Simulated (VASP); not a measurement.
# SiC (R3m) in VASP: a series of runs

The runs below take SiC through single point, relaxation of the atoms, with PBE.

All numbers are computed with VASP 6.6.1; they aren't measurements. Logs are shortened: lines on timing, memory, paths and dates and some standing lists are left out, and cuts for length are marked.

## (1) The cell of the first run

It takes space group R3m (No. 160, trigonal). The conventional cell has a = 3.128 Å, b = 3.128 Å, c = 7.571 Å, α = 90.00°, β = 90.00°, γ = 120.00°. Si (site symmetry 3m) has 4 C at 1.90 to 1.91 Å within 2.5 Å. C (site symmetry 3m) has 4 Si at 1.90 to 1.91 Å within 2.5 Å.

## (2) Single point, PBE

The input, INCAR:

```
ALGO = Normal
EDIFF = 1E-6
ENCUT = 600
GGA = PE
GGA_COMPAT = F
ISIF = 2
ISMEAR = 0
LASPH = T
LCHARG = F
LREAL = F
LWAVE = F
NBANDS = 11
NELM = 120
PREC = Accurate
SIGMA = 0.01
```

The input, KPOINTS:

```
k-points
0
Gamma
  9 9 9
```

The input, POSCAR:

```
SiC
1.0
   -0.0174408181      2.1943301427      2.1943301427
    2.1943301427     -0.0174408181      2.1943301427
    2.1943301427      2.1943301427     -0.0174408181
Si C
1 1
Direct
   -0.0003452088     -0.0003452088     -0.0003452088
    0.2503452088      0.2503452088      0.2503452088
```

Potentials or basis: VASP PAW PBE potentials, release 64 (Si, C).

On the command line:

```
$ cat potpaw_PBE.64/Si/POTCAR potpaw_PBE.64/C/POTCAR > POTCAR
$ mpirun -np 1 vasp_std > vasp.out
```

OUTCAR:

```text
EDIFF = 1E-6
   ENCUT = 600
   GGA = PE
   ISIF = 2
   ISMEAR = 0
   LASPH = T
   LREAL = F
   NELM = 120
   PREC = Accurate

 ion  position               nearest neighbor table
   1  1.000  1.000  1.000-   2 1.90   2 1.91   2 1.91   2 1.91
   2  0.250  0.250  0.250-   1 1.90   1 1.91   1 1.91   1 1.91

  LATTYP: Found a trigonal (rhomboedric) cell.
 ALAT       =     3.1033004580
 COS(alpha) =     0.4920363298

  Lattice vectors:

 A1 = (  -0.0174408181,   2.1943301427,   2.1943301427)
 A2 = (   2.1943301427,  -0.0174408181,   2.1943301427)
 A3 = (   2.1943301427,   2.1943301427,  -0.0174408181)

Analysis of symmetry for initial positions (statically):
=====================================================================
 Subroutine PRICEL returns:
 Original cell was already a primitive cell.

 Routine SETGRP: Setting up the symmetry group for a
 trigonal (rhombohedral) supercell.

 Subroutine GETGRP returns: Found  6 space group operations
 (whereof  6 operations were pure point group operations)
 out of a pool of 12 trial point group operations.

The static configuration has the point symmetry C_3v.

Analysis of symmetry for dynamics (positions and initial velocities):
=====================================================================
 Subroutine PRICEL returns:
 Original cell was already a primitive cell.

 Routine SETGRP: Setting up the symmetry group for a
 trigonal (rhombohedral) supercell.

 Subroutine GETGRP returns: Found  6 space group operations
 (whereof  6 operations were pure point group operations)
 out of a pool of 12 trial point group operations.

The dynamic configuration has the point symmetry C_3v.

 Subroutine INISYM returns: Found  6 space group operations
 (whereof  6 operations are pure point group operations),
 and found     1 'primitive' translations

----------------------------------------------------------------------------------------

                                     Primitive cell

  volume of cell :      21.3837

  direct lattice vectors                    reciprocal lattice vectors
    -0.017440818  2.194330143  2.194330143    -0.225161216  0.226965165  0.226965165
     2.194330143 -0.017440818  2.194330143     0.226965165 -0.225161216  0.226965165
     2.194330143  2.194330143 -0.017440818     0.226965165  0.226965165 -0.225161216

  length of vectors
     3.103300458  3.103300458  3.103300458     0.392076453  0.392076453  0.392076453

  position of ions in fractional coordinates (direct lattice)
     0.999654791  0.999654791  0.999654791
     0.250345209  0.250345209  0.250345209

  ion indices of the primitive-cell ions
   primitive index   ion index
                 1           1
                 2           2

----------------------------------------------------------------------------------------

 KPOINTS: k-points

Automatic generation of k-mesh.
 Grid dimensions read from file:
 generate k-points for:    9    9    9

 Generating k-lattice:

  Cartesian coordinates                     Fractional coordinates (reciprocal lattice)
    -0.025017913  0.025218352  0.025218352     0.111111111  0.000000000 -0.000000000
     0.025218352 -0.025017913  0.025218352     0.000000000  0.111111111 -0.000000000
     0.025218352  0.025218352 -0.025017913     0.000000000  0.000000000  0.111111111

  Length of vectors
     0.043564050  0.043564050  0.043564050

  Shift w.r.t. Gamma in fractional coordinates (k-lattice)
     0.000000000  0.000000000  0.000000000

 Subroutine IBZKPT returns following result:
 ===========================================

 Found     85 irreducible k-points:

 Following reciprocal coordinates:
            Coordinates               Weight
  0.000000  0.000000  0.000000      1.000000
  0.111111  0.000000  0.000000      6.000000
  0.222222 -0.000000 -0.000000      6.000000
  0.333333  0.000000  0.000000      6.000000
  0.444444 -0.000000 -0.000000      6.000000
  0.111111  0.111111  0.000000      6.000000
[... 16 lines left out ...]
 -0.333333  0.333333  0.000000      6.000000
  0.444444  0.444444 -0.000000      6.000000
 [... further k-points ...]
   k-points           NKPTS =     85   k-points in BZ     NKDIM =     85   number of bands    NBANDS=     11
   number of dos      NEDOS =    301   number of ions     NIONS =      2
   total plane-waves  NPLWV =  21952
   dimension x,y,z NGX =    28 NGY =   28 NGZ =   28
   dimension x,y,z NGXF=    56 NGYF=   56 NGZF=   56
   ions per type =               1   1
   NGX,Y,Z   is equivalent  to a cutoff of  15.00, 15.00, 15.00 a.u.
   NGXF,Y,Z  is equivalent  to a cutoff of  30.00, 30.00, 30.00 a.u.
 SYSTEM =  unknown system
   PREC   = accura    normal or accurate (medium, high low for compatibility)
   ISTART =      0    job   : 0-new  1-cont  2-samecut
   ICHARG =      2    charge: 1-file 2-atom 10-const
   ISPIN  =      1    spin polarized calculation?
   LNONCOLLINEAR =      F non collinear calculations
   LSORBIT =      F    spin-orbit coupling
   LASPH  =      T    aspherical Exc in radial PAW
   ENCUT  =  600.0 eV  44.10 Ry    6.64 a.u.   6.20  6.20  6.20*2*pi/ulx,y,z
   NELM   =    120;   NELMIN=  2; NELMDL= -5     # of ELM steps
   EDIFF  = 0.1E-05   stopping-criterion for ELM
   LREAL  =      F    real-space projection
   EDIFFG = 0.1E-04   stopping-criterion for IOM
   NSW    =      0    number of steps for IOM
   IBRION =     -1    ionic relax: 0-MD 1-quasi-New 2-CG
   NFREE  =      0    steps in history (QN), initial steepest desc. (CG)
   ISIF   =      2    stress and relaxation
   ISYM   =      2    0-nonsym 1-usesym 2-fastsym
   POTIM  = 0.5000    time-step for ionic-motion
   TEBEG  =    0.0;   TEEND  =   0.0 temperature during run
   PSTRESS=    0.0 pullay stress
   NELECT =       8.0000    total number of electrons
   NUPDOWN=      -1.0000    fix difference up-down
   EMIN   =  10.00;   EMAX   =-10.00  energy-range for DOS
   EFERMI =   0.00;   METHOD = LEGACY
   ISMEAR =     0;   SIGMA  =   0.01  broadening in eV -4-tet -1-fermi 0-gaus
   EFERMI_NEDOS =   21; number of points for ismear=-14 and -15
   IALGO  =     38    algorithm
   IMIX   =      4    mixing-type and parameters
     AMIX     =   0.40;   BMIX     =  1.00
     AMIX_MAG =   1.60;   BMIX_MAG =  1.00
  volume/ion in A,a.u.               =      10.69        72.15
  Fermi-wavevector in a.u.,A,eV,Ry     =   1.179625  2.229167 18.932703  1.391514
  Thomas-Fermi vector in A             =   2.315932
   LORBIT       =      0    0 simple, 1 ext, 2 COOP (PROOUT), +10 PAW based schemes
   GGA     = PE    functional components
   LHFCALC =     F    Hartree Fock is set to
   AEXX    =    0.0000 exact exchange contribution
   IVDW    =     0    specifies the selected vdW correction
   LEPSILON=     F    determine dielectric tensor
   LRPA    =     F    only Hartree local field effects (RPA)
 non-spin polarized calculation
 Gauss-broadening in eV      SIGMA  =   0.01
  energy-cutoff  :      600.00
  volume of cell :       21.38
 maximum number of plane-waves:       727
 NGX is ok and might be reduce to    28
   NGX = 13   NGY = 13   NGZ = 13

 number of electron       8.0000000 magnetization

 Free energy of the ion-electron system (eV)
  ---------------------------------------------------
  ext. energy  EPLUGINS =         0.00000000
  ---------------------------------------------------
  free energy    TOTEN  =       -15.05449136 eV

  energy without entropy =      -15.05449136  energy(sigma->0) =      -15.05449136

 E-fermi :   7.9501     XC(G=0): -11.2131

 val. band max:        7.8112733522   @ k =   0.0000   0.0000   0.0000
 cond. band min:       9.2651754535   @ k =   0.4444   0.4444  -0.0000
 fundamental gap:      1.4539021013
 Fermi energy:         7.9501130522

 k-point     1 :       0.0000    0.0000    0.0000
  band No.  band energies     occupation
      1      -7.4059      2.00000
      2       7.7074      2.00000
      3       7.7074      2.00000
      4       7.8113      2.00000
      5      13.5594      0.00000
      6      14.7436      0.00000
      7      14.7436      0.00000
      8      15.0221      0.00000
      9      22.0593      0.00000
     10      22.0593      0.00000
     11      23.7180      0.00000

 k-point     2 :       0.1111    0.0000    0.0000
  band No.  band energies     occupation
      1      -7.1726      2.00000
      2       6.5030      2.00000
      3       7.5517      2.00000
      4       7.6386      2.00000
      5      13.9210      0.00000
      6      15.0310      0.00000
      7      15.0654      0.00000
      8      15.2809      0.00000
      9      20.9944      0.00000
     10      21.0680      0.00000
     11      23.6641      0.00000

 k-point     3 :       0.2222   -0.0000   -0.0000
  band No.  band energies     occupation
      1      -6.4866      2.00000
      2       4.1084      2.00000
      3       7.2140      2.00000
      4       7.2859      2.00000
      5      13.5995      0.00000
      6      15.3965      0.00000
      7      15.5507      0.00000
      8      16.4705      0.00000
      9      20.4526      0.00000
     10      20.6356      0.00000
     11      22.7484      0.00000

 k-point     4 :       0.3333    0.0000    0.0000
  band No.  band energies     occupation
      1      -5.4116      2.00000
      2       1.6412      2.00000
      3       6.8995      2.00000
      4       6.9561      2.00000
      5      13.1860      0.00000
      6      15.1856      0.00000
      7      15.3112      0.00000
      8      17.4146      0.00000
      9      21.6594      0.00000
     10      21.9181      0.00000
     11      22.6918      0.00000

 k-point     5 :       0.4444   -0.0000   -0.0000
  band No.  band energies     occupation
      1      -4.2388      2.00000
      2      -0.2795      2.00000
      3       6.7232      2.00000
      4       6.7699      2.00000
      5      12.9616      0.00000
      6      14.8599      0.00000
      7      14.9833      0.00000
      8      17.6244      0.00000
      9      23.3627      0.00000
     10      23.8392      0.00000
     11      24.1681      0.00000
[... 211 lines left out ...]
 k-point    21 :       0.4444    0.3333   -0.0000
  band No.  band energies     occupation
      1      -3.7291      2.00000
      2       1.4829      2.00000
      3       4.1837      2.00000
      4       5.0528      2.00000
      5      10.2738      0.00000
      6      13.0323      0.00000
      7      19.5818      0.00000
      8      19.8978      0.00000
      9      21.5673      0.00000
     10      26.0092      0.00000
     11      28.7534      0.00000

 k-point    22 :      -0.4444    0.3333    0.0000
  band No.  band energies     occupation
      1      -2.8112      2.00000
      2       0.6008      2.00000
      3       2.8274      2.00000
      4       5.1996      2.00000
      5      10.7862      0.00000
      6      14.7205      0.00000
      7      19.2612      0.00000
      8      19.4541      0.00000
      9      21.1452      0.00000
     10      24.3618      0.00000
     11      28.7695      0.00000

 k-point    23 :      -0.3333    0.3333    0.0000
  band No.  band energies     occupation
      1      -2.9533      2.00000
      2       0.7783      2.00000
      3       2.2563      2.00000
      4       5.6616      2.00000
      5      11.5845      0.00000
      6      16.6325      0.00000
      7      18.2917      0.00000
      8      18.9560      0.00000
      9      20.2608      0.00000
     10      22.0917      0.00000
     11      28.8467      0.00000

 k-point    24 :       0.4444    0.4444   -0.0000
  band No.  band energies     occupation
      1      -2.9842      2.00000
      2       0.5510      2.00000
      3       4.6189      2.00000
      4       4.7527      2.00000
      5       9.2652      0.00000
      6      12.0519      0.00000
      7      21.1062      0.00000
      8      21.1406      0.00000
      9      21.8938      0.00000
     10      27.0775      0.00000
     11      29.5168      0.00000

 [... further k-points ...]

------------------------ aborting loop because EDIFF is reached ----------------------------------------

  FORCE on cell =-STRESS in cart. coord.  units (eV):
  Direction    XX          YY          ZZ          XY          YZ          ZX
  --------------------------------------------------------------------------------------
  -------------------------------------------------------------------------------------
  Total       -0.5120398     -0.5120398     -0.5120398      0.2460088      0.2460088      0.2460088
  in kB      -38.3646611    -38.3646611    -38.3646611     18.4322465     18.4322465     18.4322465
  external PRESSURE =     -38.3646611 kB  Pullay stress =       0.0000000 kB

 VOLUME and BASIS-vectors are now :
 -----------------------------------------------------------------------------
  energy-cutoff  :      600.00
  volume of cell :       21.38
      direct lattice vectors                 reciprocal lattice vectors
    -0.017440818  2.194330143  2.194330143    -0.225161216  0.226965165  0.226965165
     2.194330143 -0.017440818  2.194330143     0.226965165 -0.225161216  0.226965165
     2.194330143  2.194330143 -0.017440818     0.226965165  0.226965165 -0.225161216

 POSITION                                       TOTAL-FORCE (eV/Angst)
 -----------------------------------------------------------------------------------
      4.36971      4.36971      4.36971        -0.000769     -0.000769     -0.000769
      1.09431      1.09431      1.09431         0.000769      0.000769      0.000769
 -----------------------------------------------------------------------------------
    total drift:                                0.000031      0.000031      0.000031

  FREE ENERGIE OF THE ION-ELECTRON SYSTEM (eV)
  ---------------------------------------------------
  free  energy   TOTEN  =       -15.0544913647 eV

  energy  without entropy=      -15.0544913647  energy(sigma->0) =      -15.05449136
```

Wall time 14 s (1 thread of Intel Xeon Platinum 8488C (Sapphire Rapids), shared host); peak memory 0.16 GiB.

What came out:

```
Free energy            : -15.0545 eV
Pressure               : -3.8 GPa
Band gap on the k mesh : 1.45 eV (least direct gap 4.51 eV)
```

Levels at points of the mesh, in eV from the valence-band top:
```tsv
k point	band 2	band 3	band 4	band 5	band 6	band 7
(0.00, 0.00, 0.00)	-0.10	-0.10	0.00	5.75	6.93	6.93
```

Caveat: the cell stands under tension; an odd mesh through Γ misses points on the zone boundary, where band edges can lie.

## (3) Single point, PBE (strained cell)

The input, INCAR:

```
SYSTEM = SiC
ALGO = Normal
EDIFF = 1E-6
ENCUT = 600
GGA = PE
GGA_COMPAT = .False.
ISIF = 2
ISMEAR = 0
LASPH = .True.
LCHARG = .False.
LREAL = .False.
LWAVE = .False.
NBANDS = 11
NELM = 120
PREC = Accurate
SIGMA = 0.02
```

The input, KPOINTS:

```
k-points
0
Gamma
  9 9 9
  0 0 0
```

The input, POSCAR:

```
SiC
1.0
   -0.0028224681      2.2089484927      2.2089484927
    2.2089484927     -0.0028224681      2.2089484927
    2.2089484927      2.2089484927     -0.0028224681
Si C
1 1
Direct
   -0.0000490319     -0.0000490319     -0.0000490319
    0.2500490319      0.2500490319      0.2500490319
```

Potentials or basis: VASP PAW PBE potentials, release 64 (Si, C).

On the command line:

```
$ cat potpaw_PBE.64/Si/POTCAR potpaw_PBE.64/C/POTCAR > POTCAR
$ mpirun -np 1 vasp_std > vasp.out
```

Wall time 14 s (1 thread of Intel Xeon Platinum 8488C (Sapphire Rapids), shared host); peak memory 0.16 GiB.

It converged, with:

```yaml
Free_energy: -15.0511 eV
Pressure: -5.8 GPa
Band_gap_on_the_k_mesh: 1.52 eV (least direct gap 4.56 eV)
```

Stress tensor (GPa, compression positive):
```
-5.79  0.29  0.29
 0.29 -5.79  0.29
 0.29  0.29 -5.79
```

Levels at points of the mesh, in eV from the valence-band top:
| k point | band 2 | band 3 | band 4 | band 5 | band 6 | band 7 |
| --- | --- | --- | --- | --- | --- | --- |
| (0.00, 0.00, 0.00) | -0.02 | -0.02 | 0.00 | 5.72 | 6.99 | 6.99 |

Caveat: the cell differs from its parent crystal (strained cell); the cell stands under tension; an odd mesh through Γ misses points on the zone boundary, where band edges can lie.

## (4) Relaxation of the atoms, PBE (strained cell)

The input, INCAR:

```
SYSTEM = SiC
PREC = Accurate
ENCUT = 520
EDIFF = 1E-7
ISMEAR = 0
SIGMA = 0.02
LREAL = .False.
LASPH = .True.
NELM = 120
ALGO = Normal
ISIF = 2
LWAVE = .False.
LCHARG = .False.
GGA = PE
IBRION = 2
NSW = 60
EDIFFG = -0.002
GGA_COMPAT = .False.
NELMIN = 4
```

The input, KPOINTS:

```
regular mesh
0
Gamma
  9 9 9
  0 0 0
```

The input, POSCAR:

```
SiC
1.0
   -0.0233586372      2.1884123235      2.1884123235
    2.1884123235     -0.0233586372      2.1884123235
    2.1884123235      2.1884123235     -0.0233586372
Si C
1 1
Direct
    0.0000000000      0.0000000000      0.0000000000
    0.2500000000      0.2500000000      0.2500000000
```

On the command line:

```
$ cat potpaw_PBE.64/Si/POTCAR potpaw_PBE.64/C/POTCAR > POTCAR
$ mpirun -np 1 vasp_std > vasp.out
```

Run time: 11 s. Hardware: 1 thread of Intel Xeon Platinum 8488C (Sapphire Rapids), shared host; peak memory 0.13 GiB.

Results (log left out):

```
Free energy               : -15.0526 eV
Energy gained by relaxing : 0.3 meV/atom
Ionic steps               : 3
Pressure after relaxing   : -2.9 GPa
Band gap on the k mesh    : 1.42 eV (least direct gap 4.49 eV)
```

Stress tensor (GPa, compression positive):
```
-2.89  2.49  2.49
 2.49 -2.89  2.49
 2.49  2.49 -2.89
```

The path:
```
step  energy change (eV)  largest force (eV/Å)  pressure (GPa)
   1              0.0000                0.1387           -2.84
   2             -0.0002                0.1113           -2.91
   3             -0.0005                0.0001           -2.89
```

Final structure:
```
Si C
1.0
    -0.02336    2.18841    2.18841
     2.18841   -0.02336    2.18841
     2.18841    2.18841   -0.02336
Si C
1 1
Direct
  0.99951 0.99951 0.99951
  0.25049 0.25049 0.25049
```

Levels at points of the mesh, in eV from the valence-band top:
| k point | band 1 | band 2 | band 3 | band 4 | band 5 | band 6 | band 7 | band 8 |
| --- | --- | --- | --- | --- | --- | --- | --- | --- |
| (0.00, 0.00, 0.00) | -15.27 | -0.14 | -0.14 | 0.00 | 5.75 | 6.91 | 6.91 | 7.29 |

Caveat: the cell differs from its parent crystal (strained cell); an odd mesh through Γ misses points on the zone boundary, where band edges can lie.

(Part 1 of 2 ends here.)
